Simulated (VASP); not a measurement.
# Pt (Fm-3m) in VASP: further runs

The runs below take Pt through single point, relaxation of cell and atoms, with LDA.

Program: VASP 6.6.1. These are calculated values, not measurements. Logs are shortened: lines on timing, memory, paths and dates and some standing lists are left out, and cuts for length are marked.

**1. The cell of the first run**

It takes space group Fm-3m (No. 225, cubic). Conventional cell: a = 3.894 Å, b = 3.894 Å, c = 3.894 Å, α = 90.00°, β = 90.00°, γ = 90.00°. Pt (site symmetry m-3m) has 12 Pt at 2.75 Å within 3.6 Å.

**2. Single point, LDA**

File INCAR:

```
SYSTEM = Pt
PREC = Accurate
ENCUT = 520
EDIFF = 1E-6
ISMEAR = -1
SIGMA = 0.05
LREAL = .False.
LASPH = .True.
NELM = 100
ALGO = Normal
ISIF = 2
LWAVE = .False.
LCHARG = .False.
NBANDS = 11
```

File KPOINTS:

```
regular mesh
0
Gamma
  19 19 19
  0 0 0
```

File POSCAR:

```
Pt
1.0
    0.0000000000      1.9468794980      1.9468794980
    1.9468794980      0.0000000000      1.9468794980
    1.9468794980      1.9468794980      0.0000000000
Pt
1
Direct
    0.0000000000      0.0000000000      0.0000000000
```

Potentials or basis: VASP PAW LDA potentials, release 64 (Pt).

Run with:

```sh
> cat potpaw_LDA.64/Pt/POTCAR > POTCAR
> mpirun -np 1 vasp_std > vasp.out
```

OUTCAR:

```text
SYSTEM = Pt
   PREC = Accurate
   ENCUT = 520
   EDIFF = 1E-6
   ISMEAR = -1
   LREAL = .False.
   LASPH = .True.
   NELM = 100
   ISIF = 2

 ion  position               nearest neighbor table
   1  0.000  0.000  0.000-

  LATTYP: Found a face centered cubic cell.
 ALAT       =     3.8937589960

  Lattice vectors:

 A1 = (   0.0000000000,   1.9468794980,   1.9468794980)
 A2 = (   1.9468794980,   0.0000000000,   1.9468794980)
 A3 = (   1.9468794980,   1.9468794980,   0.0000000000)

Analysis of symmetry for initial positions (statically):
=====================================================================
 Subroutine PRICEL returns:
 Original cell was already a primitive cell.

 Routine SETGRP: Setting up the symmetry group for a
 face centered cubic supercell.

 Subroutine GETGRP returns: Found 48 space group operations
 (whereof 48 operations were pure point group operations)
 out of a pool of 48 trial point group operations.

The static configuration has the point symmetry O_h .

Analysis of symmetry for dynamics (positions and initial velocities):
=====================================================================
 Subroutine PRICEL returns:
 Original cell was already a primitive cell.

 Routine SETGRP: Setting up the symmetry group for a
 face centered cubic supercell.

 Subroutine GETGRP returns: Found 48 space group operations
 (whereof 48 operations were pure point group operations)
 out of a pool of 48 trial point group operations.

The dynamic configuration has the point symmetry O_h .

 Subroutine INISYM returns: Found 48 space group operations
 (whereof 48 operations are pure point group operations),
 and found     1 'primitive' translations

----------------------------------------------------------------------------------------

                                     Primitive cell

  volume of cell :      14.7587

  direct lattice vectors                    reciprocal lattice vectors
     0.000000000  1.946879498  1.946879498    -0.256821237  0.256821237  0.256821237
     1.946879498  0.000000000  1.946879498     0.256821237 -0.256821237  0.256821237
     1.946879498  1.946879498  0.000000000     0.256821237  0.256821237 -0.256821237

  length of vectors
     2.753303390  2.753303390  2.753303390     0.444827430  0.444827430  0.444827430

  position of ions in fractional coordinates (direct lattice)
     0.000000000  0.000000000  0.000000000

  ion indices of the primitive-cell ions
   primitive index   ion index
                 1           1

----------------------------------------------------------------------------------------

 KPOINTS: regular mesh

Automatic generation of k-mesh.
 Grid dimensions read from file:
 generate k-points for:   19   19   19

 Generating k-lattice:

  Cartesian coordinates                     Fractional coordinates (reciprocal lattice)
    -0.013516907  0.013516907  0.013516907     0.052631579  0.000000000  0.000000000
     0.013516907 -0.013516907  0.013516907     0.000000000  0.052631579  0.000000000
     0.013516907  0.013516907 -0.013516907     0.000000000  0.000000000  0.052631579

  Length of vectors
     0.023411970  0.023411970  0.023411970

  Shift w.r.t. Gamma in fractional coordinates (k-lattice)
     0.000000000  0.000000000  0.000000000

 Subroutine IBZKPT returns following result:
 ===========================================

 Found    220 irreducible k-points:

 Following reciprocal coordinates:
            Coordinates               Weight
  0.000000  0.000000  0.000000      1.000000
  0.052632  0.000000  0.000000      8.000000
  0.105263  0.000000  0.000000      8.000000
  0.157895  0.000000  0.000000      8.000000
  0.210526  0.000000  0.000000      8.000000
  0.263158  0.000000  0.000000      8.000000
[... 16 lines left out ...]
 -0.315789  0.052632  0.000000     24.000000
 -0.263158  0.052632  0.000000     24.000000
 [... further k-points ...]
   k-points           NKPTS =    220   k-points in BZ     NKDIM =    220   number of bands    NBANDS=     11
   number of dos      NEDOS =    301   number of ions     NIONS =      1
   total plane-waves  NPLWV =   8000
   dimension x,y,z NGX =    20 NGY =   20 NGZ =   20
   dimension x,y,z NGXF=    40 NGYF=   40 NGZF=   40
   ions per type =               1
   NGX,Y,Z   is equivalent  to a cutoff of  12.08, 12.08, 12.08 a.u.
   NGXF,Y,Z  is equivalent  to a cutoff of  24.15, 24.15, 24.15 a.u.
 SYSTEM =  Pt
   PREC   = accura    normal or accurate (medium, high low for compatibility)
   ISTART =      0    job   : 0-new  1-cont  2-samecut
   ICHARG =      2    charge: 1-file 2-atom 10-const
   ISPIN  =      1    spin polarized calculation?
   LNONCOLLINEAR =      F non collinear calculations
   LSORBIT =      F    spin-orbit coupling
   LASPH  =      T    aspherical Exc in radial PAW
   ENCUT  =  520.0 eV  38.22 Ry    6.18 a.u.   5.12  5.12  5.12*2*pi/ulx,y,z
   NELM   =    100;   NELMIN=  2; NELMDL= -5     # of ELM steps
   EDIFF  = 0.1E-05   stopping-criterion for ELM
   LREAL  =      F    real-space projection
   EDIFFG = 0.1E-04   stopping-criterion for IOM
   NSW    =      0    number of steps for IOM
   IBRION =     -1    ionic relax: 0-MD 1-quasi-New 2-CG
   NFREE  =      0    steps in history (QN), initial steepest desc. (CG)
   ISIF   =      2    stress and relaxation
   ISYM   =      2    0-nonsym 1-usesym 2-fastsym
   POTIM  = 0.5000    time-step for ionic-motion
   TEBEG  =    0.0;   TEEND  =   0.0 temperature during run
   PSTRESS=    0.0 pullay stress
   NELECT =      10.0000    total number of electrons
   NUPDOWN=      -1.0000    fix difference up-down
   EMIN   =  10.00;   EMAX   =-10.00  energy-range for DOS
   EFERMI =   0.00;   METHOD = LEGACY
   ISMEAR =    -1;   SIGMA  =   0.05  broadening in eV -4-tet -1-fermi 0-gaus
   EFERMI_NEDOS =   21; number of points for ismear=-14 and -15
   IALGO  =     38    algorithm
   IMIX   =      4    mixing-type and parameters
     AMIX     =   0.40;   BMIX     =  1.00
     AMIX_MAG =   1.60;   BMIX_MAG =  1.00
  volume/ion in A,a.u.               =      14.76        99.60
  Fermi-wavevector in a.u.,A,eV,Ry     =   1.437890  2.717219 28.130434  2.067529
  Thomas-Fermi vector in A             =   2.556918
   LORBIT       =      0    0 simple, 1 ext, 2 COOP (PROOUT), +10 PAW based schemes
   GGA     = CA    functional components
   LHFCALC =     F    Hartree Fock is set to
   AEXX    =    0.0000 exact exchange contribution
   IVDW    =     0    specifies the selected vdW correction
   LEPSILON=     F    determine dielectric tensor
   LRPA    =     F    only Hartree local field effects (RPA)
 non-spin polarized calculation
  energy-cutoff  :      520.00
  volume of cell :       14.76
 maximum number of plane-waves:       411
   NGX = 11   NGY = 11   NGZ = 11

 number of electron      10.0000000 magnetization

 Free energy of the ion-electron system (eV)
  ---------------------------------------------------
  ext. energy  EPLUGINS =         0.00000000
  ---------------------------------------------------
  free energy    TOTEN  =        -7.51378159 eV

  energy without entropy =       -7.49807061  energy(sigma->0) =       -7.50592610

 E-fermi :  11.5542     XC(G=0): -13.8132

 val. band max:       11.5500159129   @ k =   0.4737   0.3684   0.0526
 cond. band min:      11.5582162330   @ k =   0.4211   0.1579   0.0000
 fundamental gap:      0.0082003202
 Fermi energy:        11.5542469926

 k-point     1 :       0.0000    0.0000    0.0000
  band No.  band energies     occupation
      1       1.0749      2.00000
      2       7.6092      2.00000
      3       7.6092      2.00000
      4       7.6092      2.00000
      5       9.8823      2.00000
      6       9.8823      2.00000
      7      26.1215      0.00000
      8      31.1679      0.00000
      9      31.1679      0.00000
     10      31.1679      0.00000
     11      36.7008      0.00000

 k-point     2 :       0.0526    0.0000    0.0000
  band No.  band energies     occupation
      1       1.1893      2.00000
      2       7.5565      2.00000
      3       7.6557      2.00000
      4       7.6557      2.00000
      5       9.8552      2.00000
      6       9.8552      2.00000
      7      26.3046      0.00000
      8      30.5700      0.00000
      9      31.3475      0.00000
     10      31.3475      0.00000
     11      37.3784      0.00000

 k-point     3 :       0.1053    0.0000    0.0000
  band No.  band energies     occupation
      1       1.5231      2.00000
      2       7.4191      2.00000
      3       7.7798      2.00000
      4       7.7798      2.00000
      5       9.7944      2.00000
      6       9.7944      2.00000
      7      26.8108      0.00000
      8      29.2819      0.00000
      9      31.8721      0.00000
     10      31.8721      0.00000
     11      38.3722      0.00000

 k-point     4 :       0.1579    0.0000    0.0000
  band No.  band energies     occupation
      1       2.0435      2.00000
      2       7.2572      2.00000
      3       7.9288      2.00000
      4       7.9288      2.00000
      5       9.7634      2.00000
      6       9.7634      2.00000
      7      27.4887      0.00000
      8      27.7962      0.00000
      9      32.6976      0.00000
     10      32.6976      0.00000
     11      37.0661      0.00000
[... 239 lines left out ...]
 k-point    22 :      -0.3684    0.0526    0.0000
  band No.  band energies     occupation
      1       4.0477      2.00000
      2       7.6412      2.00000
      3       7.7484      2.00000
      4       8.9278      2.00000
      5      10.9127      1.99999
      6      11.6450      0.28003
      7      20.1407      0.00000
      8      26.4552      0.00000
      9      30.8957      0.00000
     10      32.3411      0.00000
     11      37.6994      0.00000

 k-point    23 :      -0.3158    0.0526    0.0000
  band No.  band energies     occupation
      1       3.9182      2.00000
      2       7.7593      2.00000
      3       7.8801      2.00000
      4       8.0031      2.00000
      5      10.4241      2.00000
      6      11.1509      1.99937
      7      22.0825      0.00000
      8      27.0952      0.00000
      9      31.7643      0.00000
     10      33.8778      0.00000
     11      35.9969      0.00000

 k-point    24 :      -0.2632    0.0526    0.0000
  band No.  band energies     occupation
      1       3.5681      2.00000
      2       7.3188      2.00000
      3       7.9488      2.00000
      4       8.0174      2.00000
      5       9.9567      2.00000
      6      10.6701      2.00000
      7      24.0010      0.00000
      8      27.8122      0.00000
      9      32.6670      0.00000
     10      34.5712      0.00000
     11      35.7139      0.00000

 [... further k-points ...]
[... 5 lines left out ...]
  --------------------------------------------------------------------------------------
  -------------------------------------------------------------------------------------
  Total        0.0726443      0.0726443      0.0726443     -0.0000000      0.0000000     -0.0000000
  in kB        7.8861474      7.8861474      7.8861474     -0.0000000      0.0000000     -0.0000000
  external PRESSURE =       7.8861474 kB  Pullay stress =       0.0000000 kB

 VOLUME and BASIS-vectors are now :
 -----------------------------------------------------------------------------
  energy-cutoff  :      520.00
  volume of cell :       14.76
      direct lattice vectors                 reciprocal lattice vectors
     0.000000000  1.946879498  1.946879498    -0.256821237  0.256821237  0.256821237
     1.946879498  0.000000000  1.946879498     0.256821237 -0.256821237  0.256821237
     1.946879498  1.946879498  0.000000000     0.256821237  0.256821237 -0.256821237

 POSITION                                       TOTAL-FORCE (eV/Angst)
 -----------------------------------------------------------------------------------
      0.00000      0.00000      0.00000        -0.000000      0.000000      0.000000
 -----------------------------------------------------------------------------------
    total drift:                               -0.000000     -0.000000     -0.000000

  FREE ENERGIE OF THE ION-ELECTRON SYSTEM (eV)
  ---------------------------------------------------
  free  energy   TOTEN  =        -7.5137815858 eV

  energy  without entropy=       -7.4980706106  energy(sigma->0) =       -7.50592610
```

Run time: 31 s. Hardware: 1 thread of AMD EPYC 7R43 (Zen 3), shared host; peak memory 0.1 GiB.

What came out:

- Free energy: -7.5138 eV
- Pressure: 0.8 GPa
- Band gap on the k mesh: zero (band 5 reaches 12.04 eV, above the bottom of band 6 at 9.76 eV)

Levels at points of the mesh, in eV from the Fermi level:
```csv
k point,band 1,band 2,band 3,band 4,band 5,band 6,band 7,band 8,band 9,band 10
"(0.00, 0.00, 0.00)",-10.48,-3.95,-3.95,-3.95,-1.67,-1.67,14.57,19.61,19.61,19.61
```

Caveat: spin-orbit coupling is left out, which moves the levels of the heavy elements.

**3. Relaxation of cell and atoms, LDA**

This run uses another cell than the first one, of 15.08 Å³/atom, 1.022 times its volume.

File INCAR:

```
ALGO     = Normal         # electronic algorithm
EDIFF    = 1E-7           # SCF threshold, eV
EDIFFG   = -0.01          # ionic threshold
ENCUT    = 600            # plane-wave cutoff, eV
IBRION   = 2              # ionic algorithm
ISIF     = 3              # what is computed and relaxed
ISMEAR   = -1             # smearing method
LASPH    = True           # aspherical terms in the spheres
LCHARG   = False          # write CHGCAR
LREAL    = False          # projectors in reciprocal space
LWAVE    = False          # write WAVECAR
NELM     = 80             # most SCF steps
NSW      = 80             # ionic steps
PREC     = Accurate       # precision mode
SIGMA    = 0.05           # smearing width, eV
```

File KPOINTS:

```
k-points
0
Gamma
  19 19 19
```

File POSCAR:

```
Pt
1.0
    0.0000000000      1.9609000000      1.9609000000
    1.9609000000      0.0000000000      1.9609000000
    1.9609000000      1.9609000000      0.0000000000
Pt
1
Direct
    0.0000000000      0.0000000000      0.0000000000
```

Potentials or basis: VASP PAW LDA potentials, release 64 (Pt).

Run with:

```sh
> cat potpaw_LDA.64/Pt/POTCAR > POTCAR
> mpirun -np 1 vasp_std > vasp.out
```

OUTCAR:

```text
EDIFF = 1E-7
   EDIFFG = -0.01
   ENCUT = 600
   IBRION = 2
   ISIF = 3
   ISMEAR = -1
   LASPH = True
   LREAL = False
   NELM = 80
   NSW = 80
   PREC = Accurate

 ion  position               nearest neighbor table
   1  0.000  0.000  0.000-

  LATTYP: Found a face centered cubic cell.
 ALAT       =     3.9218000000

  Lattice vectors:

 A1 = (   0.0000000000,   1.9609000000,   1.9609000000)
 A2 = (   1.9609000000,   0.0000000000,   1.9609000000)
 A3 = (   1.9609000000,   1.9609000000,   0.0000000000)

Analysis of symmetry for initial positions (statically):
=====================================================================
 Subroutine PRICEL returns:
 Original cell was already a primitive cell.

 Routine SETGRP: Setting up the symmetry group for a
 face centered cubic supercell.

 Subroutine GETGRP returns: Found 48 space group operations
 (whereof 48 operations were pure point group operations)
 out of a pool of 48 trial point group operations.

The static configuration has the point symmetry O_h .

Analysis of symmetry for dynamics (positions and initial velocities):
=====================================================================
 Subroutine PRICEL returns:
 Original cell was already a primitive cell.

 Routine SETGRP: Setting up the symmetry group for a
 face centered cubic supercell.

[... 159 lines left out ...]
  Total       -0.5118740     -0.5118740     -0.5118740     -0.0000000     -0.0000000     -0.0000000
  in kB      -54.3847697    -54.3847697    -54.3847697     -0.0000000     -0.0000000     -0.0000000
  external PRESSURE =     -54.3847697 kB  Pullay stress =       0.0000000 kB
[... 92 lines left out ...]
--------------------------------------- Ionic step        4  -------------------------------------------

 number of electron       9.9999999 magnetization

 Free energy of the ion-electron system (eV)
  ---------------------------------------------------
  ext. energy  EPLUGINS =         0.00000000
  ---------------------------------------------------
  free energy    TOTEN  =        -7.51403475 eV

  energy without entropy =       -7.49824754  energy(sigma->0) =       -7.50614114

 E-fermi :  11.4957     XC(G=0): -13.7962

 val. band max:       11.4914374880   @ k =   0.4737   0.3684   0.0526
 cond. band min:      11.4992988303   @ k =   0.4211   0.1579   0.0000
 fundamental gap:      0.0078613423
 Fermi energy:        11.4956511993

 k-point     1 :       0.0000    0.0000    0.0000
  band No.  band energies     occupation
      1       1.0500      2.00000
      2       7.5693      2.00000
      3       7.5693      2.00000
      4       7.5693      2.00000
      5       9.8317      2.00000
      6       9.8317      2.00000
      7      26.0726      0.00000
      8      31.1022      0.00000
      9      31.1022      0.00000
[... 265 lines left out ...]
 k-point    24 :      -0.2632    0.0526    0.0000
  band No.  band energies     occupation
      1       3.5383      2.00000
      2       7.2802      2.00000
      3       7.9077      2.00000
      4       7.9760      2.00000
      5       9.9063      2.00000
      6      10.6161      2.00000
      7      23.9242      0.00000
      8      27.7485      0.00000
      9      32.5736      0.00000

 [... further k-points ...]
[... 5 lines left out ...]
  --------------------------------------------------------------------------------------
  -------------------------------------------------------------------------------------
  Total       -0.0012872     -0.0012872     -0.0012872      0.0000000      0.0000000      0.0000000
  in kB       -0.1393307     -0.1393307     -0.1393307      0.0000000      0.0000000      0.0000000
  external PRESSURE =      -0.1393307 kB  Pullay stress =       0.0000000 kB
[... 16 lines left out ...]
  FREE ENERGIE OF THE ION-ELECTRON SYSTEM (eV)
  ---------------------------------------------------
  free  energy   TOTEN  =        -7.5140347457 eV

  energy  without entropy=       -7.4982475397  energy(sigma->0) =       -7.50614114

 reached required accuracy - stopping structural energy minimisation
```

OSZICAR:

```text
N       E                     dE             d eps       ncg     rms          rms(c)
DAV:   1     0.409488162069E+02    0.40949E+02   -0.60471E+03  4056   0.117E+03
DAV:   2    -0.744618557436E+01   -0.48395E+02   -0.46349E+02  4158   0.199E+02
[... 28 lines left out ...]
   3 F= -.75140321E+01 E0= -.75061333E+01  d E =-.482155E-02
       N       E                     dE             d eps       ncg     rms          rms(c)
DAV:   1    -0.751404827824E+01   -0.16167E-04   -0.32209E-04  4031   0.194E-01    0.266E-02
DAV:   2    -0.751403544807E+01    0.12830E-04   -0.38676E-05  3974   0.557E-02    0.106E-02
DAV:   3    -0.751403470391E+01    0.74416E-06   -0.37921E-06  4124   0.163E-02    0.541E-03
DAV:   4    -0.751403474570E+01   -0.41797E-07   -0.14423E-07  4084   0.288E-03
   4 F= -.75140347E+01 E0= -.75061411E+01  d E =-.482416E-02
```

CONTCAR:

```text
Pt
   1.00000000000000
    -0.0000000000000000    1.9487742604606717    1.9487742604606717
     1.9487742604606717   -0.0000000000000000    1.9487742604606717
     1.9487742604606717    1.9487742604606717   -0.0000000000000000
  Pt
     1
Direct
     0.0000000000000000    0.0000000000000000    1.0000000000000000

  0.00000000E+00  0.00000000E+00  0.00000000E+00
```

It took 1.9 min on 1 thread of AMD EPYC 7R43 (Zen 3), shared host; peak memory 0.14 GiB.

Results:

- Free energy: -7.5140 eV
- Relaxed volume: 14.80 Å³/atom
- Relaxed cell: a = 2.756 Å, b = 2.756 Å, c = 2.756 Å, α = 60.00°, β = 60.00°, γ = 60.00°
- Space group after relaxing (to 0.05 Å): Fm-3m (No. 225)
- Energy gained by relaxing: 4.8 meV/atom
- Ionic steps: 4
- Pressure after relaxing: 0.0 GPa
- Band gap on the k mesh: zero (band 5 reaches 11.98 eV, above the bottom of band 6 at 9.71 eV)

Step by step:
| step | energy change (eV) | largest force (eV/Å) | pressure (GPa) | volume (Å³) |
| --- | --- | --- | --- | --- |
| 1 | 0.0000 | 0.0000 | -5.44 | 15.08 |
| 2 | 0.0431 | 0.0000 | 20.11 | 13.99 |
| 3 | -0.0048 | 0.0000 | -0.14 | 14.81 |
| 4 | -0.0048 | 0.0000 | -0.01 | 14.80 |

Final structure:
```cif
data_structure
_symmetry_space_group_name_H-M 'P 1'
_symmetry_Int_Tables_number 1
_cell_length_a 2.7560
_cell_length_b 2.7560
_cell_length_c 2.7560
_cell_angle_alpha 60.000
_cell_angle_beta 60.000
_cell_angle_gamma 60.000
_cell_volume 14.80
loop_
_atom_site_label
_atom_site_type_symbol
_atom_site_fract_x
_atom_site_fract_y
_atom_site_fract_z
_atom_site_occupancy
Pt1 Pt 0.00000 0.00000 0.00000 1
```

Levels at points of the mesh, in eV from the Fermi level:
```csv
k point,band 2,band 3,band 4,band 5,band 6,band 7,band 8,band 9
"(0.00, 0.00, 0.00)",-3.93,-3.93,-3.93,-1.66,-1.66,14.58,19.61,19.61
```

Caveat: spin-orbit coupling is left out, which moves the levels of the heavy elements. Zero-point motion and thermal expansion aren't in these numbers.
